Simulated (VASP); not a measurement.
K7Mg7InF24 (a cell with a defect): single point with PBEsol

System: K7Mg7InF24 (a cell with a defect).

```xyz
39
Lattice="7.9825 0.0000 0.0000 0.0000 7.9825 0.0000 0.0000 0.0000 7.9825" Properties=species:S:1:pos:R:3 pbc="T T T"
K     7.9407    7.9135    4.0102
K     0.0194    3.9363    0.0687
K     7.8842    4.0173    3.9777
K     4.0394    7.9789    0.0059
K     4.0381    7.9776    4.0060
K     4.0358    4.0161    0.0348
K     4.0727    3.9599    3.9939
In    2.0298    2.0332    2.0231
Mg    1.9846    1.9591    5.9651
Mg    2.0157    5.9216    1.9931
Mg    2.0734    5.9609    5.9677
Mg    5.9740    2.0033    2.0892
Mg    5.9739    2.0098    5.9240
Mg    6.0041    5.9410    2.0289
Mg    5.9850    5.9546    6.0129
F     1.9517    2.0257    7.9569
F     2.0345    2.0082    3.9889
F     2.0159    5.9809    7.9531
F     2.0204    5.9513    4.0216
F     6.0637    2.0300    7.9789
F     6.0134    2.0531    3.9932
F     5.9878    6.0701    0.0229
F     5.9361    5.9755    4.0176
F     7.9317    2.0386    2.0671
F     0.0783    2.0250    6.0194
F     0.0177    6.0505    2.0368
F     0.0311    5.9925    6.0360
F     3.9017    2.0291    1.9737
F     4.0598    2.0741    5.9456
F     4.0273    6.0153    1.9586
F     4.0413    5.9380    5.9634
F     2.0610    7.9794    1.9523
F     1.9745    0.0059    5.9508
F     1.9644    3.9885    2.0414
F     1.9616    4.0323    5.9535
F     5.9708    7.9771    1.9781
F     5.9263    0.0258    5.9732
F     5.9331    4.0093    1.9943
F     5.9079    4.0281    5.9486
```

| Property | Result |
| --- | --- |
| Program | VASP 6.6.1 |
| Task | single point |
| Functional | PBEsol |
| Potentials or basis | VASP PAW PBE potentials, release 64 (K_sv, In_d, Mg, F) |
| Cutoff | 520 eV |
| k mesh | 1 × 1 × 1, shifted |
| Occupations | methfessel-paxton, width 0.05 eV |
| Spin | no spin polarisation |

| Property | Result |
| --- | --- |
| Pressure | 2.4 GPa |
| Largest force | 5.168 eV/Å |
| Band gap on the k mesh | 5.76 eV |

Forces in eV/Å, atoms in the order of the input:
```
K   -0.025 -0.171  0.291
K   -0.293  0.373 -0.596
K    0.168  0.306  0.510
K    0.251 -0.233 -0.264
K    0.080 -0.387  0.224
K    0.191  0.220 -0.491
K   -0.094  0.472  0.406
In  -4.289 -2.289 -1.755
Mg   0.016  0.135  0.604
Mg  -0.363  1.367 -0.445
Mg  -1.009  0.663  0.691
Mg   0.406 -0.683 -1.711
Mg   1.103 -0.388  1.488
Mg   0.362  1.281 -0.800
Mg   0.872  1.041  0.616
F    0.429  0.275 -0.353
F    0.053  0.006  1.685
F    0.438 -0.445  0.583
F    0.159  0.002 -0.789
F   -0.587  0.359  0.372
F   -0.196 -0.034 -0.159
F   -0.290 -0.671  0.046
F    0.130 -0.083 -0.268
F    0.064  0.212  0.283
F   -0.810  0.291 -0.626
F    0.149 -0.623  0.336
F   -0.265 -0.356 -0.543
F    4.492  0.105  0.062
F   -1.044 -0.118 -0.037
F   -0.529 -0.328  0.262
F   -0.394  0.090  0.009
F    0.139 -0.709  0.391
F    0.620  0.024 -0.342
F    0.055  1.855  0.013
F    0.307 -0.879 -0.055
F   -0.376  0.468  0.654
F   -0.188 -0.040 -0.481
F   -0.003 -0.554  0.202
F    0.270 -0.554 -0.013
```

Stress tensor (GPa, compression positive):
```
 3.08 -0.22 -0.15
-0.22  2.27 -0.06
-0.15 -0.06  1.94
```

Levels at points of the mesh, in eV from the valence-band top:
| k point | band 126 | band 127 | band 128 | band 129 | band 130 | band 131 | band 132 | band 133 |
| --- | --- | --- | --- | --- | --- | --- | --- | --- |
| (0.25, 0.25, 0.25) | -0.39 | -0.20 | -0.09 | 0.00 | 5.76 | 7.74 | 8.38 | 8.41 |

Wall time 13 min on 1 thread of Intel(R) Xeon(R) Platinum 8259CL CPU @ 2.50GHz (Skylake/Cascade Lake), on a shared host, peak memory 0.61 GiB.

Caveat: the PAW data sets were made with another functional, which shifts forces and pressure a little; spin-orbit coupling is left out, which moves the levels of the heavy elements.
